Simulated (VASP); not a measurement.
# W (Im-3m) in VASP: notebook

Runs on W. Level: PBEsol. Tasks: single point, relaxation of cell and atoms.

Everything below comes from runs of VASP 6.6.1. Logs are shortened: lines on timing, memory, paths and dates and some standing lists are left out, and cuts for length are marked.

### Step 1. The cell of the first run

Symmetry: Im-3m, No. 229, cubic system. The conventional cell has a = 3.157 Å, b = 3.157 Å, c = 3.157 Å, α = 90.00°, β = 90.00°, γ = 90.00°. Within 3.6 Å of W (site symmetry m-3m) lie 14 W at 2.73 to 3.16 Å.

### Step 2. Single point, PBEsol

Input file INCAR:

```
  PREC = Accurate
  ENCUT = 500
  EDIFF = 1E-6
  ISMEAR = 0
  SIGMA = 0.1
  LREAL = F
  LASPH = T
  NELM = 120
  ALGO = Normal
  ISIF = 2
  LWAVE = F
  LCHARG = F
  GGA = PS
  NBANDS = 13
  GGA_COMPAT = F
```

Input file KPOINTS:

```
Automatic mesh
0
Gamma
  8 8 8
```

Input file POSCAR:

```
W
1.0
   -1.5783611717      1.5783611717      1.5783611717
    1.5783611717     -1.5783611717      1.5783611717
    1.5783611717      1.5783611717     -1.5783611717
W
1
Direct
    0.0000000000      0.0000000000      0.0000000000
```

Potentials or basis: VASP PAW PBE potentials, release 64 (W_sv).

Command:

```sh
cat potpaw_PBE.64/W_sv/POTCAR > POTCAR
mpirun -np 1 vasp_std > vasp.out
```

OUTCAR:

```text
PREC = Accurate
   ENCUT = 500
   EDIFF = 1E-6
   ISMEAR = 0
   LREAL = F
   LASPH = T
   NELM = 120
   ISIF = 2
   GGA = PS

 ion  position               nearest neighbor table
   1  0.000  0.000  0.000-

  LATTYP: Found a body centered cubic cell.
 ALAT       =     3.1567223434

  Lattice vectors:

 A1 = (  -1.5783611717,   1.5783611717,   1.5783611717)
 A2 = (   1.5783611717,  -1.5783611717,   1.5783611717)
 A3 = (   1.5783611717,   1.5783611717,  -1.5783611717)

Analysis of symmetry for initial positions (statically):
=====================================================================
 Subroutine PRICEL returns:
 Original cell was already a primitive cell.

 Routine SETGRP: Setting up the symmetry group for a
 body centered cubic supercell.

 Subroutine GETGRP returns: Found 48 space group operations
 (whereof 48 operations were pure point group operations)
 out of a pool of 48 trial point group operations.

The static configuration has the point symmetry O_h .

Analysis of symmetry for dynamics (positions and initial velocities):
=====================================================================
 Subroutine PRICEL returns:
 Original cell was already a primitive cell.

 Routine SETGRP: Setting up the symmetry group for a
 body centered cubic supercell.

 Subroutine GETGRP returns: Found 48 space group operations
 (whereof 48 operations were pure point group operations)
 out of a pool of 48 trial point group operations.

The dynamic configuration has the point symmetry O_h .

 Subroutine INISYM returns: Found 48 space group operations
 (whereof 48 operations are pure point group operations),
 and found     1 'primitive' translations

----------------------------------------------------------------------------------------

                                     Primitive cell

  volume of cell :      15.7282

  direct lattice vectors                    reciprocal lattice vectors
    -1.578361172  1.578361172  1.578361172     0.000000000  0.316784275  0.316784275
     1.578361172 -1.578361172  1.578361172     0.316784275  0.000000000  0.316784275
     1.578361172  1.578361172 -1.578361172     0.316784275  0.316784275  0.000000000

  length of vectors
     2.733801742  2.733801742  2.733801742     0.448000619  0.448000619  0.448000619

  position of ions in fractional coordinates (direct lattice)
     0.000000000  0.000000000  0.000000000

  ion indices of the primitive-cell ions
   primitive index   ion index
                 1           1

----------------------------------------------------------------------------------------

 KPOINTS: Automatic mesh

Automatic generation of k-mesh.
 Grid dimensions read from file:
 generate k-points for:    8    8    8

 Generating k-lattice:

  Cartesian coordinates                     Fractional coordinates (reciprocal lattice)
     0.000000000  0.039598034  0.039598034     0.125000000  0.000000000  0.000000000
     0.039598034  0.000000000  0.039598034     0.000000000  0.125000000  0.000000000
     0.039598034  0.039598034  0.000000000     0.000000000  0.000000000  0.125000000

  Length of vectors
     0.056000077  0.056000077  0.056000077

  Shift w.r.t. Gamma in fractional coordinates (k-lattice)
     0.000000000  0.000000000  0.000000000

 Subroutine IBZKPT returns following result:
 ===========================================

 Found     29 irreducible k-points:

 Following reciprocal coordinates:
            Coordinates               Weight
  0.000000  0.000000  0.000000      1.000000
  0.125000  0.000000  0.000000     12.000000
  0.250000  0.000000  0.000000     12.000000
  0.375000  0.000000  0.000000     12.000000
  0.500000  0.000000  0.000000      6.000000
  0.125000  0.125000  0.000000     24.000000
[... 16 lines left out ...]
 -0.250000  0.250000  0.250000      6.000000
 -0.375000  0.375000  0.250000     24.000000
 [... further k-points ...]
   k-points           NKPTS =     29   k-points in BZ     NKDIM =     29   number of bands    NBANDS=     13
   number of dos      NEDOS =    301   number of ions     NIONS =      1
   total plane-waves  NPLWV =   8000
   dimension x,y,z NGX =    20 NGY =   20 NGZ =   20
   dimension x,y,z NGXF=    40 NGYF=   40 NGZF=   40
   ions per type =               1
   NGX,Y,Z   is equivalent  to a cutoff of  12.16, 12.16, 12.16 a.u.
   NGXF,Y,Z  is equivalent  to a cutoff of  24.32, 24.32, 24.32 a.u.
 SYSTEM =  unknown system
   PREC   = accura    normal or accurate (medium, high low for compatibility)
   ISTART =      0    job   : 0-new  1-cont  2-samecut
   ICHARG =      2    charge: 1-file 2-atom 10-const
   ISPIN  =      1    spin polarized calculation?
   LNONCOLLINEAR =      F non collinear calculations
   LSORBIT =      F    spin-orbit coupling
   LASPH  =      T    aspherical Exc in radial PAW
   ENCUT  =  500.0 eV  36.75 Ry    6.06 a.u.   4.98  4.98  4.98*2*pi/ulx,y,z
   NELM   =    120;   NELMIN=  2; NELMDL= -5     # of ELM steps
   EDIFF  = 0.1E-05   stopping-criterion for ELM
   LREAL  =      F    real-space projection
   EDIFFG = 0.1E-04   stopping-criterion for IOM
   NSW    =      0    number of steps for IOM
   IBRION =     -1    ionic relax: 0-MD 1-quasi-New 2-CG
   NFREE  =      0    steps in history (QN), initial steepest desc. (CG)
   ISIF   =      2    stress and relaxation
   ISYM   =      2    0-nonsym 1-usesym 2-fastsym
   POTIM  = 0.5000    time-step for ionic-motion
   TEBEG  =    0.0;   TEEND  =   0.0 temperature during run
   PSTRESS=    0.0 pullay stress
   NELECT =      14.0000    total number of electrons
   NUPDOWN=      -1.0000    fix difference up-down
   EMIN   =  10.00;   EMAX   =-10.00  energy-range for DOS
   EFERMI =   0.00;   METHOD = LEGACY
   ISMEAR =     0;   SIGMA  =   0.10  broadening in eV -4-tet -1-fermi 0-gaus
   EFERMI_NEDOS =   21; number of points for ismear=-14 and -15
   IALGO  =     38    algorithm
   IMIX   =      4    mixing-type and parameters
     AMIX     =   0.40;   BMIX     =  1.00
     AMIX_MAG =   1.60;   BMIX_MAG =  1.00
  volume/ion in A,a.u.               =      15.73       106.14
  Fermi-wavevector in a.u.,A,eV,Ry     =   1.574797  2.975934 33.742234  2.479984
  Thomas-Fermi vector in A             =   2.675877
   LORBIT       =      0    0 simple, 1 ext, 2 COOP (PROOUT), +10 PAW based schemes
   GGA     = PS    functional components
   LHFCALC =     F    Hartree Fock is set to
   AEXX    =    0.0000 exact exchange contribution
   IVDW    =     0    specifies the selected vdW correction
   LEPSILON=     F    determine dielectric tensor
   LRPA    =     F    only Hartree local field effects (RPA)
 non-spin polarized calculation
 Gauss-broadening in eV      SIGMA  =   0.10
  energy-cutoff  :      500.00
  volume of cell :       15.73
 maximum number of plane-waves:       420
   NGX =  9   NGY =  9   NGZ =  9

 number of electron      14.0000004 magnetization

 Free energy of the ion-electron system (eV)
  ---------------------------------------------------
  ext. energy  EPLUGINS =         0.00000000
  ---------------------------------------------------
  free energy    TOTEN  =       -13.80470399 eV

  energy without entropy =      -13.80470217  energy(sigma->0) =      -13.80470308

 E-fermi :  11.1568     XC(G=0): -13.8054

 val. band max:       10.8750270676   @ k =   0.1250   0.0000   0.0000
 cond. band min:      11.4396059254   @ k =  -0.2500   0.2500   0.1250
 fundamental gap:      0.5645788577
 Fermi energy:        11.1567999727

 k-point     1 :       0.0000    0.0000    0.0000
  band No.  band energies     occupation
      1     -62.7473      2.00000
      2     -26.2933      2.00000
      3     -26.2933      2.00000
      4     -26.2933      2.00000
      5       1.6921      2.00000
      6      10.1429      2.00000
      7      10.1429      2.00000
      8      10.1429      2.00000
      9      13.6413      0.00000
     10      13.6413      0.00000
     11      25.9476      0.00000
     12      25.9476      0.00000
     13      25.9476      0.00000

 k-point     2 :       0.1250    0.0000    0.0000
  band No.  band energies     occupation
      1     -62.7271      2.00000
      2     -26.5021      2.00000
      3     -26.3586      2.00000
      4     -26.2944      2.00000
      5       2.4305      2.00000
      6       9.7099      2.00000
      7       9.9934      2.00000
      8      10.8750      1.99993
      9      13.0942      0.00000
     10      13.6576      0.00000
     11      26.5006      0.00000
     12      27.2115      0.00000
     13      27.5757      0.00000

 k-point     3 :       0.2500    0.0000    0.0000
  band No.  band energies     occupation
      1     -62.6778      2.00000
      2     -26.9844      2.00000
      3     -26.5131      2.00000
      4     -26.2972      2.00000
      5       4.1278      2.00000
      6       8.8126      2.00000
      7       9.5125      2.00000
      8      12.9418      0.00000
      9      13.0185      0.00000
     10      13.8348      0.00000
     11      26.2111      0.00000
     12      28.0454      0.00000
     13      30.5525      0.00000
[... 305 lines left out ...]
 k-point    23 :      -0.2500    0.2500    0.2500
  band No.  band energies     occupation
      1     -62.6172      2.00000
      2     -27.0090      2.00000
      3     -26.7506      2.00000
      4     -26.7506      2.00000
      5       6.1516      2.00000
      6       8.5148      2.00000
      7      10.8516      1.99998
      8      10.8516      1.99998
      9      12.7624      0.00000
     10      14.9011      0.00000
     11      25.9538      0.00000
     12      31.0550      0.00000
     13      31.0550      0.00000

 k-point    24 :      -0.3750    0.3750    0.2500
  band No.  band energies     occupation
      1     -62.5741      2.00000
      2     -27.2854      2.00000
      3     -26.9128      2.00000
      4     -26.7897      2.00000
      5       6.7963      2.00000
      6       7.5109      2.00000
      7      10.8560      1.99998
      8      11.6567      0.00000
      9      15.1653      0.00000
     10      15.8182      0.00000
     11      25.2028      0.00000
     12      27.7356      0.00000
     13      28.8497      0.00000

 [... further k-points ...]

------------------------ aborting loop because EDIFF is reached ----------------------------------------

  FORCE on cell =-STRESS in cart. coord.  units (eV):
  Direction    XX          YY          ZZ          XY          YZ          ZX
  --------------------------------------------------------------------------------------
  -------------------------------------------------------------------------------------
  Total        0.0327895      0.0327895      0.0327895     -0.0000000      0.0000000      0.0000000
  in kB        3.3401517      3.3401517      3.3401517     -0.0000000      0.0000000      0.0000000
  external PRESSURE =       3.3401517 kB  Pullay stress =       0.0000000 kB

 VOLUME and BASIS-vectors are now :
 -----------------------------------------------------------------------------
  energy-cutoff  :      500.00
  volume of cell :       15.73
      direct lattice vectors                 reciprocal lattice vectors
    -1.578361172  1.578361172  1.578361172     0.000000000  0.316784275  0.316784275
     1.578361172 -1.578361172  1.578361172     0.316784275  0.000000000  0.316784275
     1.578361172  1.578361172 -1.578361172     0.316784275  0.316784275  0.000000000

 POSITION                                       TOTAL-FORCE (eV/Angst)
 -----------------------------------------------------------------------------------
      0.00000      0.00000      0.00000         0.000000      0.000000      0.000000
 -----------------------------------------------------------------------------------
    total drift:                                0.000000     -0.000000      0.000000

  FREE ENERGIE OF THE ION-ELECTRON SYSTEM (eV)
  ---------------------------------------------------
  free  energy   TOTEN  =       -13.8047039933 eV

  energy  without entropy=      -13.8047021701  energy(sigma->0) =      -13.80470308
```

Run time: 7.1 s. Hardware: 1 thread of Intel Xeon 8259CL, shared host; peak memory 0.12 GiB.

Results:

```
Free energy            : -13.8047 eV
Pressure               : 0.3 GPa
Band gap on the k mesh : zero (band 7 reaches 16.63 eV, above the bottom of band 8 at 10.14 eV)
```

Caveat: the PAW data sets were made with another functional, which shifts forces and pressure a little; spin-orbit coupling is left out, which moves the levels of the heavy elements.

### Step 3. Relaxation of cell and atoms, PBEsol

This run uses another cell than the first one, of 15.93 Å³/atom, 1.013 times its volume.

Input file INCAR:

```
PREC     = Accurate       # precision mode
ENCUT    = 500            # plane-wave cutoff, eV
EDIFF    = 1E-7           # SCF threshold, eV
ISMEAR   = 0              # smearing method
SIGMA    = 0.1            # smearing width, eV
LREAL    = F              # projectors in reciprocal space
LASPH    = T              # aspherical terms in the spheres
NELM     = 120            # most SCF steps
ALGO     = Normal         # electronic algorithm
ISIF     = 3              # what is computed and relaxed
LWAVE    = F              # write WAVECAR
LCHARG   = F              # write CHGCAR
GGA      = PS             # functional
IBRION   = 2              # ionic algorithm
NSW      = 90             # ionic steps
EDIFFG   = -0.04          # ionic threshold
GGA_COMPAT= F            
NELMIN   = 4
```

KPOINTS is that of step 2.

Input file POSCAR:

```
W
1.0
   -1.5851577801      1.5851577801      1.5851577801
    1.5851577801     -1.5851577801      1.5851577801
    1.5851577801      1.5851577801     -1.5851577801
W
1
Direct
    0.0000000000      0.0000000000      0.0000000000
```

Potentials or basis: VASP PAW PBE potentials, release 64 (W_sv).

Command:

```sh
cat potpaw_PBE.64/W_sv/POTCAR > POTCAR
mpirun -np 1 vasp_std > vasp.out
```

OUTCAR:

```text
PREC = Accurate
   ENCUT = 500
   EDIFF = 1E-7
   ISMEAR = 0
   LREAL = F
   LASPH = T
   NELM = 120
   ISIF = 3
   GGA = PS
   IBRION = 2
   NSW = 90
   EDIFFG = -0.04
   NELMIN = 4

 ion  position               nearest neighbor table
   1  0.000  0.000  0.000-

  LATTYP: Found a body centered cubic cell.
 ALAT       =     3.1703155602

  Lattice vectors:

 A1 = (  -1.5851577801,   1.5851577801,   1.5851577801)
 A2 = (   1.5851577801,  -1.5851577801,   1.5851577801)
 A3 = (   1.5851577801,   1.5851577801,  -1.5851577801)

Analysis of symmetry for initial positions (statically):
=====================================================================
 Subroutine PRICEL returns:
 Original cell was already a primitive cell.

 Routine SETGRP: Setting up the symmetry group for a
 body centered cubic supercell.

 Subroutine GETGRP returns: Found 48 space group operations
 (whereof 48 operations were pure point group operations)
 out of a pool of 48 trial point group operations.

The static configuration has the point symmetry O_h .

Analysis of symmetry for dynamics (positions and initial velocities):
[... 165 lines left out ...]
  -------------------------------------------------------------------------------------
  Total       -0.3803987     -0.3803987     -0.3803987      0.0000000      0.0000000     -0.0000000
  in kB      -38.2535786    -38.2535786    -38.2535786      0.0000000      0.0000000     -0.0000000
  external PRESSURE =     -38.2535786 kB  Pullay stress =       0.0000000 kB
[... 57 lines left out ...]
--------------------------------------- Ionic step        3  -------------------------------------------

 number of electron      14.0000004 magnetization

 Free energy of the ion-electron system (eV)
  ---------------------------------------------------
  ext. energy  EPLUGINS =         0.00000000
  ---------------------------------------------------
  free energy    TOTEN  =       -13.80486949 eV

  energy without entropy =      -13.80486765  energy(sigma->0) =      -13.80486857

 E-fermi :  11.1399     XC(G=0): -13.7984

 val. band max:       10.8582808767   @ k =   0.1250   0.0000   0.0000
 cond. band min:      11.4225994661   @ k =  -0.2500   0.2500   0.1250
 fundamental gap:      0.5643185894
 Fermi energy:        11.1399121130

 k-point     1 :       0.0000    0.0000    0.0000
  band No.  band energies     occupation
      1     -62.7664      2.00000
      2     -26.3143      2.00000
      3     -26.3143      2.00000
      4     -26.3143      2.00000
      5       1.6811      2.00000
      6      10.1274      2.00000
      7      10.1274      2.00000
      8      10.1274      2.00000
      9      13.6207      0.00000
     10      13.6207      0.00000
     11      25.9271      0.00000
[... 309 lines left out ...]
 k-point    24 :      -0.3750    0.3750    0.2500
  band No.  band energies     occupation
      1     -62.5942      2.00000
      2     -27.3025      2.00000
      3     -26.9314      2.00000
      4     -26.8088      2.00000
      5       6.7840      2.00000
      6       7.4992      2.00000
      7      10.8392      1.99998
      8      11.6387      0.00000
      9      15.1416      0.00000
     10      15.7922      0.00000
     11      25.1675      0.00000

 [... further k-points ...]
[... 5 lines left out ...]
  --------------------------------------------------------------------------------------
  -------------------------------------------------------------------------------------
  Total       -0.0074269     -0.0074269     -0.0074269     -0.0000000      0.0000000     -0.0000000
  in kB       -0.7556321     -0.7556321     -0.7556321     -0.0000000      0.0000000     -0.0000000
  external PRESSURE =      -0.7556321 kB  Pullay stress =       0.0000000 kB
[... 16 lines left out ...]
  FREE ENERGIE OF THE ION-ELECTRON SYSTEM (eV)
  ---------------------------------------------------
  free  energy   TOTEN  =       -13.8048694881 eV

  energy  without entropy=      -13.8048676513  energy(sigma->0) =      -13.80486857

 reached required accuracy - stopping structural energy minimisation
```

It took 13 s on 1 thread of Intel Xeon 8259CL, shared host; peak memory 0.13 GiB.

What came out:

- Free energy: -13.8049 eV
- Relaxed volume: 15.75 Å³/atom
- Relaxed cell: a = 2.735 Å, b = 2.735 Å, c = 2.735 Å, α = 109.47°, β = 109.47°, γ = 109.47°
- Space group after relaxing (to 0.05 Å): Im-3m (No. 229)
- Energy gained by relaxing: 2.3 meV/atom
- Ionic steps: 3
- Pressure after relaxing: -0.1 GPa
- Band gap on the k mesh: zero (band 7 reaches 16.60 eV, above the bottom of band 8 at 10.13 eV)

Step by step:
```csv
step,energy change (eV),largest force (eV/Å),pressure (GPa),volume (Å³)
1,0.0000,0.0000,-3.83,15.93
2,0.0297,0.0000,15.85,15.07
3,-0.0023,0.0000,-0.08,15.75
```

Final structure:
```yaml
crystal:
  lattice:
    - [-1.57900, 1.57900, 1.57900]
    - [1.57900, -1.57900, 1.57900]
    - [1.57900, 1.57900, -1.57900]
  atoms:
    - { symbol: W, position: [0.00000, 0.00000, 0.00000] }
```

Caveat: the PAW data sets were made with another functional, which shifts forces and pressure a little; spin-orbit coupling is left out, which moves the levels of the heavy elements.
